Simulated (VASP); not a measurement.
# LiH (F-43m) in VASP: settings compared, part 2 of 2

VASP 6.6.1.

### 3 G0W0 quasiparticle levels, PBE

POSCAR

```
LiH
1.0
    0.0000000000      2.1451220101      2.1451220101
    2.1451220101      0.0000000000      2.1451220101
    2.1451220101      2.1451220101      0.0000000000
Li H
1 1
Direct
    0.0000000000      0.0000000000      0.0000000000
    0.2500000000      0.2500000000      0.2500000000
```

INCAR.step1

```
SYSTEM = LiH
ALGO = Normal ; EDIFF = 1E-8
ENCUT = 500 ; GGA = PE
ISMEAR = 0 ; LASPH = .TRUE.
LCHARG = .FALSE. ; LREAL = .FALSE.
LWAVE = .TRUE. ; NELM = 80
PREC = Accurate ; SIGMA = 0.01
```

INCAR.step2

```
SYSTEM = LiH
ALGO = Exact ; EDIFF = 1E-8
ENCUT = 500 ; GGA = PE
ISMEAR = 0 ; ISTART = 1
LASPH = .TRUE. ; LCHARG = .FALSE.
LOPTICS = .TRUE. ; LREAL = .FALSE.
LWAVE = .TRUE. ; NBANDS = 75
NELM = 1 ; PREC = Accurate
SIGMA = 0.01
```

INCAR.step3

```
SYSTEM = LiH
ALGO = EVGW0 ; EDIFF = 1E-8
ENCUT = 500 ; ENCUTGW = 140.0
GGA = PE ; ISMEAR = 0
ISTART = 1 ; LASPH = .TRUE.
LCHARG = .FALSE. ; LREAL = .FALSE.
LWAVE = .FALSE. ; NBANDS = 75
NBANDSGW = 9 ; NELMGW = 1
NOMEGA = 96 ; OMEGAMAX = 20
PREC = Accurate ; PRECFOCK = Fast
SIGMA = 0.01
```

KPOINTS

```
k-points
0
G
  6 6 6
  0 0 0
```

Potentials or basis: VASP PAW PBE potentials, release 64 (Li_GW, H_GW).

On the command line:

```
$ cat potpaw_PBE.64/Li_GW/POTCAR potpaw_PBE.64/H_GW/POTCAR > POTCAR
$ cp INCAR.step1 INCAR
$ mpirun -np 1 vasp_std > vasp.out
$ cp INCAR.step2 INCAR
$ mpirun -np 1 vasp_std > vasp.out
$ cp INCAR.step3 INCAR
$ mpirun -np 1 vasp_std > vasp.out
```

OUTCAR:

```text
SYSTEM = LiH
   EDIFF = 1E-8
   ENCUT = 500
   ENCUTGW = 140.0
   GGA = PE
   ISMEAR = 0
   ISTART = 1
   LASPH = .TRUE.
   LREAL = .FALSE.
   NELMGW = 1
   PREC = Accurate
   PRECFOCK = Fast

 ion  position               nearest neighbor table
   1  0.000  0.000  0.000-   2 1.86   2 1.86   2 1.86   2 1.86
   2  0.250  0.250  0.250-   1 1.86   1 1.86   1 1.86   1 1.86

  LATTYP: Found a face centered cubic cell.
 ALAT       =     4.2902440202

  Lattice vectors:

 A1 = (   0.0000000000,   2.1451220101,   2.1451220101)
 A2 = (   2.1451220101,   0.0000000000,   2.1451220101)
 A3 = (   2.1451220101,   2.1451220101,   0.0000000000)

Analysis of symmetry for initial positions (statically):
=====================================================================
 Subroutine PRICEL returns:
 Original cell was already a primitive cell.

 Routine SETGRP: Setting up the symmetry group for a
 face centered cubic supercell.
[... 145 lines left out ...]
   ENCUTFOCK=  -1.0 apply spherical cutoff to Coloumb kernel
   IVDW    =     0    specifies the selected vdW correction
   LEPSILON=     F    determine dielectric tensor
   LRPA    =     F    only Hartree local field effects (RPA)
   LRPAFORCE           =     F    calculate RPA forces
   ENCUTGW             = 140.0    cutoff for response function in eV
   ENCUTGWSOFT         = 112.0    soft cutoff for Coulomb kernel in GW response function in eV
   ENCUTLF             =  -1.0    cutoff for local field effects
   NELMGW              =     1    number of iterations in solving QP/BSE equation
   NELMHF              =     1    number of iterations in the inner HF iteration
   NKREDLFX            =     1    NKREDLFY  =   1   NKREDLFZ  =   1
 non-spin polarized calculation
 Gauss-broadening in eV      SIGMA  =   0.01
  energy-cutoff  :      500.00
  volume of cell :       19.74
 maximum number of plane-waves:       531
 NGX is ok and might be reduce to    24
  NGX = 14; NGY = 14; NGZ = 14
   NGX = 11   NGY = 11   NGZ = 11
 maximum number of plane-waves:        80
 NGX is ok and might be reduce to    14

 QP shifts <psi_nk| G(iteration)W_0 |psi_nk>: iteration 1
 for sc-GW calculations column KS-energies equals QP-energies in previous step
 and V_xc(KS)=  KS-energies - (<T + V_ion + V_H > + <T+V_H+V_ion>^1  + <V_x>^1)

 k-point   1 :       0.0000    0.0000    0.0000
  band No.  KS-energies  QP-energies   sigma(KS)   V_xc(KS)     V^pw_x(r,r')   Z            occupation Imag(sigma)

      1      -7.6158      -9.2883     -11.4022      -8.9139     -14.4432       0.6722       2.0000       0.1563
      2       9.2080       9.8161      -9.1564      -9.9986      -4.0590       0.7220       0.0000      -0.6527
      3      13.3667      14.4342      -5.7630      -7.2149      -0.9667       0.7352       0.0000      -0.5427
      4      13.3667      14.4342      -5.7630      -7.2149      -0.9667       0.7352       0.0000      -0.5427
      5      13.3667      14.4342      -5.7630      -7.2149      -0.9667       0.7352       0.0000      -0.5427
      6      15.9435      16.8586      -6.6594      -7.7852      -1.8184       0.8128       0.0000      -1.3927
      7      15.9435      16.8586      -6.6594      -7.7852      -1.8184       0.8128       0.0000      -1.3927
      8      15.9435      16.8586      -6.6594      -7.7852      -1.8184       0.8128       0.0000      -1.3927
      9      22.8909      23.6564      -5.1599      -5.9476      -0.5671       0.9719       0.0000      -1.7486
[... 186 lines left out ...]
      1      -3.9861      -5.5596     -12.7962     -10.6944     -14.4769       0.7486       2.0000       0.0492
      2       2.9651       3.6996      -5.6743      -6.6177      -1.9970       0.7786       0.0000      -0.0862
      3       3.0393       3.7847      -5.9287      -6.8701      -2.5324       0.7919       0.0000      -0.0738
      4       7.0285       7.8640      -6.1753      -7.2682      -2.1159       0.7644       0.0000      -0.1925
      5      11.9969      12.8299      -6.7283      -7.8243      -1.9040       0.7600       0.0000      -0.7516
      6      15.6337      16.4389      -5.9044      -6.9018      -0.9124       0.8073       0.0000      -1.0749
      7      19.9900      21.3124      -6.4025      -7.9148      -1.5020       0.8745       0.0000      -1.7344
      8      24.1873      25.6148      -5.4883      -6.9997      -0.7733       0.9445       0.0000      -2.0691
      9      29.3783      31.3015      -5.6998      -7.8343      -1.0641       0.9010       0.0000      -2.3366
```

OUTCAR.step1:

```text
SYSTEM = LiH
   EDIFF = 1E-8
   ENCUT = 500
   GGA = PE
   ISMEAR = 0
   LASPH = .TRUE.
   LREAL = .FALSE.
[... 338 lines left out ...]
      0.00000      0.00000      0.00000        -0.000000     -0.000000     -0.000000
      1.07256      1.07256      1.07256         0.000000      0.000000      0.000000
 -----------------------------------------------------------------------------------
    total drift:                               -0.000000     -0.000000     -0.000000

  FREE ENERGIE OF THE ION-ELECTRON SYSTEM (eV)
  ---------------------------------------------------
  free  energy   TOTEN  =        -6.0180600689 eV

  energy  without entropy=       -6.0180600689  energy(sigma->0) =       -6.01806007
```

Run time: 2.7 min. Hardware: 1 thread of AMD EPYC 9R45 (Zen 5), shared host; peak memory 0.31 GiB.

Results:

```
Quasiparticle gap                                   : 6.47 eV
Least direct quasiparticle gap                      : 7.49 eV
Band gap of the starting levels on the mesh         : 4.29 eV
Least direct gap of the starting levels on the mesh : 5.26 eV
```

Caveat: the k points lie up to 0.42 Å⁻¹ apart; bands, screening cutoff and mesh are small and nothing is extrapolated, so the quasiparticle values aren't converged; the structure was generated, so it needn't be the stable form of LiH.
